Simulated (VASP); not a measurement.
# WC (F-43m) in VASP: further runs, part 2 of 2

VASP 6.6.1. Earlier steps stand in the parts before.

### Step 4. Single point, HSE06

The input, POSCAR:

```
WC
1.0
    0.0000000000      2.3021091000      2.3021091000
    2.3021091000      0.0000000000      2.3021091000
    2.3021091000      2.3021091000      0.0000000000
W C
1 1
Direct
    0.0000000000      0.0000000000      0.0000000000
    0.7500000000      0.7500000000      0.7500000000
```

The input, INCAR.step1:

```
SYSTEM = WC
ALGO = Normal
EDIFF = 1E-5
ENCUT = 520
GGA = PE
ISIF = 2
ISMEAR = -1
LASPH = .True.
LCHARG = .False.
LREAL = .False.
LWAVE = .True.
NBANDS = 16
NELM = 60
PREC = Accurate
SIGMA = 0.05
```

The input, INCAR.step2:

```
SYSTEM = WC
ALGO = Normal
EDIFF = 1E-6
ENCUT = 520
GGA = PE
HFSCREEN = 0.2079
ISIF = 2
ISMEAR = -1
ISTART = 1
LASPH = .True.
LCHARG = .False.
LHFCALC = .True.
LREAL = .False.
LWAVE = .False.
NBANDS = 16
NELM = 60
PREC = Accurate
PRECFOCK = Normal
SIGMA = 0.05
```

The input, KPOINTS:

```
k-points
0
Gamma
  5 5 5
  0 0 0
```

Potentials or basis: VASP PAW PBE potentials, release 64 (W_sv, C).

On the command line:

```
cat potpaw_PBE.64/W_sv/POTCAR potpaw_PBE.64/C/POTCAR > POTCAR
cp INCAR.step1 INCAR
mpirun -np 1 vasp_std > vasp.out
cp INCAR.step2 INCAR
mpirun -np 1 vasp_std > vasp.out
```

OUTCAR:

```text
SYSTEM = WC
   EDIFF = 1E-6
   ENCUT = 520
   GGA = PE
   HFSCREEN = 0.2079
   ISIF = 2
   ISMEAR = -1
   ISTART = 1
   LASPH = .True.
   LHFCALC = .True.
   LREAL = .False.
   NELM = 60
   PREC = Accurate
   PRECFOCK = Normal

 ion  position               nearest neighbor table
   1  0.000  0.000  0.000-   2 1.99   2 1.99   2 1.99   2 1.99
   2  0.750  0.750  0.750-   1 1.99   1 1.99   1 1.99   1 1.99

  LATTYP: Found a face centered cubic cell.
 ALAT       =     4.6042182000

[... 368 lines left out ...]

------------------------ aborting loop because EDIFF is reached ----------------------------------------

  FORCE on cell =-STRESS in cart. coord.  units (eV):
  Direction    XX          YY          ZZ          XY          YZ          ZX
  --------------------------------------------------------------------------------------
  -------------------------------------------------------------------------------------
  Total        1.7781152      1.7781152      1.7781152      0.0000000      0.0000000     -0.0000000
  in kB      116.7515812    116.7515812    116.7515812      0.0000000      0.0000000     -0.0000000
  external PRESSURE =     116.7515812 kB  Pullay stress =       0.0000000 kB

 VOLUME and BASIS-vectors are now :
 -----------------------------------------------------------------------------
  energy-cutoff  :      520.00
  volume of cell :       24.40
      direct lattice vectors                 reciprocal lattice vectors
     0.000000000  2.302109100  2.302109100    -0.217192139  0.217192139  0.217192139
     2.302109100  0.000000000  2.302109100     0.217192139 -0.217192139  0.217192139
     2.302109100  2.302109100  0.000000000     0.217192139  0.217192139 -0.217192139

 POSITION                                       TOTAL-FORCE (eV/Angst)
 -----------------------------------------------------------------------------------
      0.00000      0.00000      0.00000         0.000000      0.000000      0.000000
      3.45316      3.45316      3.45316        -0.000000     -0.000000     -0.000000
 -----------------------------------------------------------------------------------
    total drift:                               -0.000001      0.000003     -0.000001

  FREE ENERGIE OF THE ION-ELECTRON SYSTEM (eV)
  ---------------------------------------------------
  free  energy   TOTEN  =       -24.2972564675 eV

  energy  without entropy=      -24.2956274957  energy(sigma->0) =      -24.29644198
```

OUTCAR.step1:

```text
SYSTEM = WC
   EDIFF = 1E-5
   ENCUT = 520
   GGA = PE
   ISIF = 2
   ISMEAR = -1
   LASPH = .True.
[... 393 lines left out ...]
      0.00000      0.00000      0.00000        -0.000000     -0.000000     -0.000000
      3.45316      3.45316      3.45316         0.000000      0.000000      0.000000
 -----------------------------------------------------------------------------------
    total drift:                                0.000001      0.000001      0.000000

  FREE ENERGIE OF THE ION-ELECTRON SYSTEM (eV)
  ---------------------------------------------------
  free  energy   TOTEN  =       -21.0125098054 eV

  energy  without entropy=      -21.0096102424  energy(sigma->0) =      -21.01106002
```

It took 5.6 min on 1 thread of AMD EPYC 9R45 (Zen 5), shared host; peak memory 0.23 GiB.

Results:

* Free energy: -24.2973 eV
* Pressure: 11.7 GPa
* Band gap on the k mesh: zero (bands 9 and 10 overlap by 1.00 eV)

Levels at points of the mesh, in eV from the Fermi level:
| k point | band 5 | band 6 | band 7 | band 8 | band 9 | band 10 | band 11 | band 12 | band 13 | band 14 |
| --- | --- | --- | --- | --- | --- | --- | --- | --- | --- | --- |
| (0.00, 0.00, 0.00) | -16.01 | -6.95 | -6.95 | -6.95 | -0.01 | -0.01 | 3.35 | 8.76 | 8.76 | 8.76 |

Caveat: the k points lie up to 0.47 Å⁻¹ apart, too coarse for converged energies and pressures of a metal; the PAW data sets were made with another functional, which shifts forces and pressure a little; spin-orbit coupling is left out, which moves the levels of the heavy elements.

### Step 5. Single point, HSE06, non-collinear spin, zero start, spin-orbit coupling

POSCAR is that of step 4.

The input, INCAR.step1:

```
SYSTEM = WC
ALGO     = Normal         ! electronic algorithm
EDIFF    = 1E-5           ! SCF threshold, eV
ENCUT    = 520            ! plane-wave cutoff, eV
GGA      = PE             ! functional
GGA_COMPAT= .FALSE.      
ISIF     = 2              ! what is computed and relaxed
ISMEAR   = -1             ! smearing method
LASPH    = .TRUE.         ! aspherical terms in the spheres
LMAXMIX  = 4              ! l up to which the mixer works
LNONCOLLINEAR= .TRUE.         ! non-collinear magnetism
LORBIT   = 11             ! projections on sites
LORBMOM  = .TRUE.       
LREAL    = .FALSE.        ! projectors in reciprocal space
LSORBIT  = .TRUE.         ! spin-orbit coupling
LWAVE    = .TRUE.         ! write WAVECAR
MAGMOM   = 0 0 0 0 0 0    ! initial moments
NBANDS   = 30             ! bands
NELM     = 150            ! most SCF steps
PREC     = Accurate       ! precision mode
SIGMA    = 0.05           ! smearing width, eV
```

The input, INCAR.step2:

```
SYSTEM = WC
ALGO     = Normal         ! electronic algorithm
EDIFF    = 1E-6           ! SCF threshold, eV
ENCUT    = 520            ! plane-wave cutoff, eV
GGA      = PE             ! functional
GGA_COMPAT= .FALSE.      
HFSCREEN = 0.2079         ! screening, 1/A
ISIF     = 2              ! what is computed and relaxed
ISMEAR   = -1             ! smearing method
ISTART   = 1            
LASPH    = .TRUE.         ! aspherical terms in the spheres
LCHARG   = .TRUE.         ! write CHGCAR
LHFCALC  = .TRUE.         ! exact exchange
LMAXMIX  = 4              ! l up to which the mixer works
LNONCOLLINEAR= .TRUE.         ! non-collinear magnetism
LORBIT   = 11             ! projections on sites
LORBMOM  = .TRUE.       
LREAL    = .FALSE.        ! projectors in reciprocal space
LSORBIT  = .TRUE.         ! spin-orbit coupling
LVHAR    = .TRUE.       
LWAVE    = .FALSE.        ! write WAVECAR
MAGMOM   = 0 0 0 0 0 0    ! initial moments
NBANDS   = 30             ! bands
NELM     = 150            ! most SCF steps
PREC     = Accurate       ! precision mode
PRECFOCK = Normal       
SIGMA    = 0.05           ! smearing width, eV
```

The input, KPOINTS:

```
k-points
0
G
  4 4 4
  0 0 0
```

On the command line:

```
cat potpaw_PBE.64/W_sv/POTCAR potpaw_PBE.64/C/POTCAR > POTCAR
cp INCAR.step1 INCAR
mpirun -np 1 vasp_ncl > vasp.out
cp INCAR.step2 INCAR
mpirun -np 1 vasp_ncl > vasp.out
```

Wall time 18 min (1 thread of Intel Xeon Platinum 8488C (Sapphire Rapids), shared host); peak memory 0.33 GiB.

It converged, with:

```
Free energy                                           : -24.9886 eV
Pressure                                              : 13.4 GPa
Net moment                                            : 0.00 μB per cell
Valence electrons inside the program's atomic spheres : W 12.23; C 2.56
```

Moments on the atoms (μB; x, y, z):
```
W   0.00 0.00 0.00
C   0.00 0.00 0.00
```

Caveat: the k points lie up to 0.59 Å⁻¹ apart; the PAW data sets were made with another functional, which shifts forces and pressure a little.

### Step 6. Overview

```csv
level,spin,k mesh,share of exact exchange,screening parameter,gap on the mesh (eV),pressure (GPa)
PBEsol-based global hybrid with 25 % exact exchange,off,5 × 5 × 5,0.25,-,none,6.7
B3LYP,off,5 × 5 × 5,0.2,-,none,21.9
HSE06,off,5 × 5 × 5,0.25,0.2079 1/Å,none,11.7
HSE06,"non-collinear, zero start, SOC",4 × 4 × 4,0.25,0.2079 1/Å,-,13.4
```

Alike in all rows: task single point; potentials or basis VASP PAW PBE potentials, release 64 (W_sv, C); cell as given; cutoff (eV) 520; smearing fermi-dirac 0.05 eV.

Caveats: all runs use coarse meshes; the PAW data sets were made with another functional, which shifts forces and pressure a little; spin-orbit coupling is left out, which moves the levels of the heavy elements (at least some runs).

Total energies depend on the potentials used, so only differences within one code and one set of settings carry meaning.
